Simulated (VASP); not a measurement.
# Si (Fd-3m) in VASP: a series of runs

Aim: see how the results for Si move with the level of theory and the settings. Levels: PBEsol, r2SCAN. Tasks: single point.

Everything below comes from runs of VASP 6.6.1. Logs are shortened: lines on timing, memory, paths and dates and some standing lists are left out, and cuts for length are marked.

### 1 The cell of the first run

The structure is cubic, space group Fd-3m (No. 227). The conventional cell has a = 5.433 Å, b = 5.433 Å, c = 5.433 Å, α = 90.00°, β = 90.00°, γ = 90.00°. Si (site symmetry -43m) has 4 Si at 2.35 Å within 3.1 Å.

### 2 Single point, PBEsol

Contents of INCAR:

```
SYSTEM = Si
PREC = Accurate ; ENCUT = 520
EDIFF = 1E-6 ; ISMEAR = -1
SIGMA = 0.05 ; LREAL = Auto
LASPH = .TRUE. ; NELM = 60
ALGO = Normal ; ISIF = 2
LWAVE = .FALSE. ; LCHARG = .FALSE.
GGA = PS ; NBANDS = 166
```

Contents of KPOINTS:

```
Automatic mesh
0
G
  1 1 1
  0 0 0
```

Contents of POSCAR:

```
Si
1.0
   10.8655790000      0.0000000000      0.0000000000
    0.0000000000     10.8655790000      0.0000000000
    0.0000000000      0.0000000000     10.8655790000
Si
64
Direct
    0.0000000000      0.0000000000      0.0000000000
    0.0000000000      0.0000000000      0.5000000000
    0.0000000000      0.5000000000      0.0000000000
    0.0000000000      0.5000000000      0.5000000000
    0.5000000000      0.0000000000      0.0000000000
    0.5000000000      0.0000000000      0.5000000000
    0.5000000000      0.5000000000      0.0000000000
    0.5000000000      0.5000000000      0.5000000000
    0.1250000000      0.1250000000      0.1250000000
    0.1250000000      0.1250000000      0.6250000000
    0.1250000000      0.6250000000      0.1250000000
    0.1250000000      0.6250000000      0.6250000000
    0.6250000000      0.1250000000      0.1250000000
    0.6250000000      0.1250000000      0.6250000000
    0.6250000000      0.6250000000      0.1250000000
    0.6250000000      0.6250000000      0.6250000000
    0.2500000000      0.2500000000      0.0000000000
    0.2500000000      0.2500000000      0.5000000000
    0.2500000000      0.7500000000      0.0000000000
    0.2500000000      0.7500000000      0.5000000000
    0.7500000000      0.2500000000      0.0000000000
    0.7500000000      0.2500000000      0.5000000000
    0.7500000000      0.7500000000      0.0000000000
    0.7500000000      0.7500000000      0.5000000000
    0.3750000000      0.3750000000      0.1250000000
    0.3750000000      0.3750000000      0.6250000000
    0.3750000000      0.8750000000      0.1250000000
    0.3750000000      0.8750000000      0.6250000000
    0.8750000000      0.3750000000      0.1250000000
    0.8750000000      0.3750000000      0.6250000000
    0.8750000000      0.8750000000      0.1250000000
    0.8750000000      0.8750000000      0.6250000000
    0.2500000000      0.0000000000      0.2500000000
    0.2500000000      0.0000000000      0.7500000000
    0.2500000000      0.5000000000      0.2500000000
    0.2500000000      0.5000000000      0.7500000000
    0.7500000000      0.0000000000      0.2500000000
    0.7500000000      0.0000000000      0.7500000000
    0.7500000000      0.5000000000      0.2500000000
    0.7500000000      0.5000000000      0.7500000000
    0.3750000000      0.1250000000      0.3750000000
    0.3750000000      0.1250000000      0.8750000000
    0.3750000000      0.6250000000      0.3750000000
    0.3750000000      0.6250000000      0.8750000000
    0.8750000000      0.1250000000      0.3750000000
    0.8750000000      0.1250000000      0.8750000000
    0.8750000000      0.6250000000      0.3750000000
    0.8750000000      0.6250000000      0.8750000000
    0.0000000000      0.2500000000      0.2500000000
    0.0000000000      0.2500000000      0.7500000000
    0.0000000000      0.7500000000      0.2500000000
    0.0000000000      0.7500000000      0.7500000000
    0.5000000000      0.2500000000      0.2500000000
    0.5000000000      0.2500000000      0.7500000000
    0.5000000000      0.7500000000      0.2500000000
    0.5000000000      0.7500000000      0.7500000000
    0.1250000000      0.3750000000      0.3750000000
    0.1250000000      0.3750000000      0.8750000000
    0.1250000000      0.8750000000      0.3750000000
    0.1250000000      0.8750000000      0.8750000000
    0.6250000000      0.3750000000      0.3750000000
    0.6250000000      0.3750000000      0.8750000000
    0.6250000000      0.8750000000      0.3750000000
    0.6250000000      0.8750000000      0.8750000000
```

Potentials or basis: VASP PAW PBE potentials, release 64 (Si).

Launch:

```console
> cat potpaw_PBE.64/Si/POTCAR > POTCAR
> mpirun -np 1 vasp_gam > vasp.out
```

OUTCAR:

```text
SYSTEM = Si
   PREC = Accurate
   ENCUT = 520
   EDIFF = 1E-6
   ISMEAR = -1
   LREAL = Auto
   LASPH = .TRUE.
   NELM = 60
   ISIF = 2
   GGA = PS

 ion  position               nearest neighbor table
   1  0.000  0.000  0.000-   9 2.35  31 2.35  46 2.35  60 2.35
   2  0.000  0.000  0.500-  10 2.35  32 2.35  45 2.35  59 2.35
   3  0.000  0.500  0.000-  11 2.35  29 2.35  48 2.35  58 2.35
   4  0.000  0.500  0.500-  12 2.35  30 2.35  47 2.35  57 2.35
   5  0.500  0.000  0.000-  13 2.35  27 2.35  42 2.35  64 2.35
   6  0.500  0.000  0.500-  14 2.35  28 2.35  41 2.35  63 2.35
[... 56 lines left out ...]
  63  0.625  0.875  0.375-   6 2.35  24 2.35  37 2.35  55 2.35
  64  0.625  0.875  0.875-   5 2.35  23 2.35  38 2.35  56 2.35

  LATTYP: Found a simple cubic cell.
 ALAT       =    10.8655790000

  Lattice vectors:

 A1 = (  10.8655790000,   0.0000000000,   0.0000000000)
 A2 = (   0.0000000000,  10.8655790000,   0.0000000000)
 A3 = (   0.0000000000,   0.0000000000,  10.8655790000)

Analysis of symmetry for initial positions (statically):
=====================================================================
 Subroutine PRICEL returns following result:

  LATTYP: Found a face centered cubic cell.
 ALAT       =     5.4327895000

  Lattice vectors:

 A1 = (   2.7163947500,  -2.7163947500,   0.0000000000)
 A2 = (   2.7163947500,   0.0000000000,   2.7163947500)
 A3 = (   0.0000000000,  -2.7163947500,   2.7163947500)

  32 primitive cells build up your supercell.

 Routine SETGRP: Setting up the symmetry group for a
 simple cubic supercell.

 Subroutine GETGRP returns: Found 48 space group operations
 (whereof 24 operations were pure point group operations)
 out of a pool of 48 trial point group operations.

The static configuration has the point symmetry T_d .
 The point group associated with its full space group is O_h .

Analysis of symmetry for dynamics (positions and initial velocities):
=====================================================================
 Subroutine PRICEL returns following result:

  LATTYP: Found a face centered cubic cell.
 ALAT       =     5.4327895000

  Lattice vectors:

 A1 = (   2.7163947500,  -2.7163947500,   0.0000000000)
 A2 = (   2.7163947500,   0.0000000000,   2.7163947500)
 A3 = (   0.0000000000,  -2.7163947500,   2.7163947500)

  32 primitive cells build up your supercell.

 Routine SETGRP: Setting up the symmetry group for a
 simple cubic supercell.

 Subroutine GETGRP returns: Found 48 space group operations
 (whereof 24 operations were pure point group operations)
 out of a pool of 48 trial point group operations.

The dynamic configuration has the point symmetry T_d .
 The point group associated with its full space group is O_h .

 Subroutine INISYM returns: Found 48 space group operations
 (whereof 24 operations are pure point group operations),
 and found    32 'primitive' translations

----------------------------------------------------------------------------------------

                                     Primitive cell

  volume of cell :      40.0875

  direct lattice vectors                    reciprocal lattice vectors
     2.716394750 -2.716394750  0.000000000     0.184067503 -0.184067503 -0.184067503
     2.716394750  0.000000000  2.716394750     0.184067503  0.184067503  0.184067503
     0.000000000 -2.716394750  2.716394750    -0.184067503 -0.184067503  0.184067503

  length of vectors
     3.841562296  3.841562296  3.841562296     0.318814268  0.318814268  0.318814268

  position of ions in fractional coordinates (direct lattice)
     0.000000000  0.000000000  0.000000000
     0.750000000  0.750000000  0.750000000

  ion indices of the primitive-cell ions
   primitive index   ion index
                 1           1
                 2           9

----------------------------------------------------------------------------------------

 KPOINTS: Automatic mesh

Automatic generation of k-mesh.
 Grid dimensions read from file:
 generate k-points for:    1    1    1

 Generating k-lattice:

  Cartesian coordinates                     Fractional coordinates (reciprocal lattice)
     0.092033752  0.000000000  0.000000000     1.000000000  0.000000000  0.000000000
     0.000000000  0.092033752  0.000000000     0.000000000  1.000000000  0.000000000
     0.000000000  0.000000000  0.092033752     0.000000000  0.000000000  1.000000000

  Length of vectors
     0.092033752  0.092033752  0.092033752

  Shift w.r.t. Gamma in fractional coordinates (k-lattice)
     0.000000000  0.000000000  0.000000000

 Subroutine IBZKPT returns following result:
 ===========================================

 Found      1 irreducible k-points:

 Following reciprocal coordinates:
            Coordinates               Weight
  0.000000  0.000000  0.000000      1.000000
   k-points           NKPTS =      1   k-points in BZ     NKDIM =      1   number of bands    NBANDS=    166
   number of dos      NEDOS =    301   number of ions     NIONS =     64
   total plane-waves  NPLWV = 592704
   dimension x,y,z NGX =    84 NGY =   84 NGZ =   84
   dimension x,y,z NGXF=   168 NGYF=  168 NGZF=  168
   ions per type =              64
   NGX,Y,Z   is equivalent  to a cutoff of  12.85, 12.85, 12.85 a.u.
   NGXF,Y,Z  is equivalent  to a cutoff of  25.70, 25.70, 25.70 a.u.
 SYSTEM =  Si
   PREC   = accura    normal or accurate (medium, high low for compatibility)
   ISTART =      0    job   : 0-new  1-cont  2-samecut
   ICHARG =      2    charge: 1-file 2-atom 10-const
   ISPIN  =      1    spin polarized calculation?
   LNONCOLLINEAR =      F non collinear calculations
   LSORBIT =      F    spin-orbit coupling
   LASPH  =      T    aspherical Exc in radial PAW
   ENCUT  =  520.0 eV  38.22 Ry    6.18 a.u.  20.20 20.20 20.20*2*pi/ulx,y,z
   NELM   =     60;   NELMIN=  2; NELMDL= -5     # of ELM steps
   EDIFF  = 0.1E-05   stopping-criterion for ELM
   LREAL  =      T    real-space projection
   EDIFFG = 0.1E-04   stopping-criterion for IOM
   NSW    =      0    number of steps for IOM
   IBRION =     -1    ionic relax: 0-MD 1-quasi-New 2-CG
   NFREE  =      0    steps in history (QN), initial steepest desc. (CG)
   ISIF   =      2    stress and relaxation
   ISYM   =      2    0-nonsym 1-usesym 2-fastsym
   POTIM  = 0.5000    time-step for ionic-motion
   TEBEG  =    0.0;   TEEND  =   0.0 temperature during run
   PSTRESS=    0.0 pullay stress
   NELECT =     256.0000    total number of electrons
   NUPDOWN=      -1.0000    fix difference up-down
   EMIN   =  10.00;   EMAX   =-10.00  energy-range for DOS
   EFERMI =   0.00;   METHOD = LEGACY
   ISMEAR =    -1;   SIGMA  =   0.05  broadening in eV -4-tet -1-fermi 0-gaus
   EFERMI_NEDOS =   21; number of points for ismear=-14 and -15
   IALGO  =     38    algorithm
   IMIX   =      4    mixing-type and parameters
     AMIX     =   0.40;   BMIX     =  1.00
     AMIX_MAG =   1.60;   BMIX_MAG =  1.00
  volume/ion in A,a.u.               =      20.04       135.26
  Fermi-wavevector in a.u.,A,eV,Ry     =   0.956684  1.807871 12.452660  0.915245
  Thomas-Fermi vector in A             =   2.085634
   LORBIT       =      0    0 simple, 1 ext, 2 COOP (PROOUT), +10 PAW based schemes
   GGA     = PS    functional components
   LHFCALC =     F    Hartree Fock is set to
   AEXX    =    0.0000 exact exchange contribution
   IVDW    =     0    specifies the selected vdW correction
   LEPSILON=     F    determine dielectric tensor
   LRPA    =     F    only Hartree local field effects (RPA)
 non-spin polarized calculation
  energy-cutoff  :      520.00
  volume of cell :     1282.80
 maximum number of plane-waves:     17253
 NGX is ok and might be reduce to    84
   NGX = 41   NGY = 41   NGZ = 41

 number of electron     255.9999967 magnetization

 Free energy of the ion-electron system (eV)
  ---------------------------------------------------
  ext. energy  EPLUGINS =         0.00000000
  ---------------------------------------------------
  free energy    TOTEN  =      -360.62877788 eV

  energy without entropy =     -360.60834798  energy(sigma->0) =     -360.61856293

 E-fermi :   6.0952     XC(G=0):  -9.5250

 val. band max:        5.8320203937   @ k =   0.0000   0.0000   0.0000
 cond. band min:       6.3932144480   @ k =   0.0000   0.0000   0.0000
 fundamental gap:      0.5611940543
 Fermi energy:         6.0952219614

 k-point     1 :       0.0000    0.0000    0.0000
  band No.  band energies     occupation
      1      -6.1639      2.00000
      2      -5.0776      2.00000
      3      -5.0776      2.00000
      4      -5.0776      2.00000
      5      -5.0776      2.00000
      6      -5.0776      2.00000
[... 132 lines left out ...]
    139       6.8401      0.00000
    140       6.8401      0.00000
 [bands above 140 left out]

------------------------ aborting loop because EDIFF is reached ----------------------------------------

  FORCE on cell =-STRESS in cart. coord.  units (eV):
  Direction    XX          YY          ZZ          XY          YZ          ZX
  --------------------------------------------------------------------------------------
  -------------------------------------------------------------------------------------
  Total        8.4316437      8.4316437      8.4316437      0.0000000      0.0000000      0.0000000
  in kB       10.5308689     10.5308689     10.5308689      0.0000000      0.0000000      0.0000000
  external PRESSURE =      10.5308689 kB  Pullay stress =       0.0000000 kB

 VOLUME and BASIS-vectors are now :
 -----------------------------------------------------------------------------
  energy-cutoff  :      520.00
  volume of cell :     1282.80
      direct lattice vectors                 reciprocal lattice vectors
    10.865579000  0.000000000  0.000000000     0.092033752  0.000000000  0.000000000
     0.000000000 10.865579000  0.000000000     0.000000000  0.092033752  0.000000000
     0.000000000  0.000000000 10.865579000     0.000000000  0.000000000  0.092033752

 POSITION                                       TOTAL-FORCE (eV/Angst)
 -----------------------------------------------------------------------------------
      0.00000      0.00000      0.00000         0.000000      0.000000     -0.000000
      0.00000      0.00000      5.43279        -0.000000      0.000000     -0.000000
      0.00000      5.43279      0.00000         0.000000      0.000000     -0.000000
      0.00000      5.43279      5.43279        -0.000000      0.000000     -0.000000
      5.43279      0.00000      0.00000        -0.000000     -0.000000     -0.000000
      5.43279      0.00000      5.43279        -0.000000      0.000000      0.000000
[... 56 lines left out ...]
      6.79099      9.50738      4.07459        -0.000000     -0.000000      0.000000
      6.79099      9.50738      9.50738         0.000000      0.000000      0.000000
 -----------------------------------------------------------------------------------
    total drift:                               -0.000000     -0.000000      0.000000

  FREE ENERGIE OF THE ION-ELECTRON SYSTEM (eV)
  ---------------------------------------------------
  free  energy   TOTEN  =      -360.6287778804 eV

  energy  without entropy=     -360.6083479788  energy(sigma->0) =     -360.61856293
```

Run time: 3.3 min. Hardware: 1 thread of Intel Xeon Platinum 8488C (Sapphire Rapids), shared host; peak memory 0.99 GiB.

What came out:

```
Free energy : -360.6288 eV
Pressure    : 1.1 GPa
```

Caveat: the k points lie up to 0.58 Å⁻¹ apart; the PAW data sets were made with another functional, which shifts forces and pressure a little.

### 3 Single point, r2SCAN

POSCAR is that of step 2.

Contents of INCAR.step1:

```
ALGO = Normal
EDIFF = 1E-4
ENCUT = 520
GGA = PE
ISMEAR = -1
LASPH = T
LCHARG = F
LREAL = Auto
LWAVE = T
NBANDS = 166
NELM = 80
PREC = Accurate
SIGMA = 0.05
```

Contents of INCAR.step2:

```
ALGO = Normal
EDIFF = 1E-6
ENCUT = 520
ISIF = 2
ISMEAR = -1
ISTART = 1
LASPH = T
LCHARG = T
LELF = T
LMIXTAU = T
LREAL = Auto
LVHAR = T
LWAVE = F
METAGGA = R2SCAN
NBANDS = 166
NELM = 80
PREC = Accurate
SIGMA = 0.05
```

Contents of KPOINTS:

```
k-points
0
Gamma
  1 1 1
```

Potentials or basis: VASP PAW PBE potentials, release 64 (Si).

Launch:

```console
> cat potpaw_PBE.64/Si/POTCAR > POTCAR
> cp INCAR.step1 INCAR
> mpirun -np 1 vasp_gam > vasp.out
> cp INCAR.step2 INCAR
> mpirun -np 1 vasp_gam > vasp.out
```

Run time: 11 min. Hardware: 1 thread of Intel Xeon Platinum 8488C (Sapphire Rapids), shared host; peak memory 1.2 GiB.

The run converged. Its results:

| Quantity | Value |
| --- | --- |
| Free energy | -555.0785 eV |
| Pressure | 1.3 GPa |
| Band gap on the k mesh | 0.90 eV |

Levels at points of the mesh, in eV from the valence-band top:
| k point | band 126 | band 127 | band 128 | band 129 | band 130 | band 131 |
| --- | --- | --- | --- | --- | --- | --- |
| (0.00, 0.00, 0.00) | 0.00 | 0.00 | 0.00 | 0.90 | 0.90 | 0.90 |

Caveat: the k points lie up to 0.58 Å⁻¹ apart; the PAW data sets were made with another functional, which shifts forces and pressure a little; an odd mesh through Γ misses points on the zone boundary, where band edges can lie.
